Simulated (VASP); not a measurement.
A run of VASP 6.6.1 is set up as follows.

Contents of INCAR:

```
ALGO = Fast
EDIFF = 1E-6
ENCUT = 520
GGA = PE
ISIF = 2
ISMEAR = 0
LASPH = T
LCHARG = F
LREAL = F
LWAVE = F
NBANDS = 28
NELM = 80
PREC = Accurate
SIGMA = 0.15
```

KPOINTS

```
k-points
0
Gamma
  15 15 6
```

Contents of POSCAR:

```
Ti3Al
1.0
    2.9837618340      0.0000000000      0.0000000000
   -1.4918809170      2.5840135471      0.0000000000
    0.0000000000      0.0000000000      8.9002631747
Ti Al
3 1
Direct
    0.6666666667      0.3333333333      0.0000000000
    0.3333333333      0.6666666667      0.7396251305
    0.3333333333      0.6666666667      0.2603748695
    0.6666666667      0.3333333333      0.5000000000
```

Potentials or basis: VASP PAW PBE potentials, release 64 (Ti_sv, Al).

Run with:

```bash
$ cat potpaw_PBE.64/Ti_sv/POTCAR potpaw_PBE.64/Al/POTCAR > POTCAR
$ mpirun -np 1 vasp_std > vasp.out
```

Problem. Estimate the pressure.

Solution. 0.8 GPa.

Problem. What does it give for the largest force?

Solution. 0.926 eV/Å.

Forces in eV/Å, atoms in the order of the input:
```
Ti   0.000  0.000  0.000
Ti   0.000  0.000  0.926
Ti   0.000  0.000 -0.926
Al   0.000  0.000  0.000
```
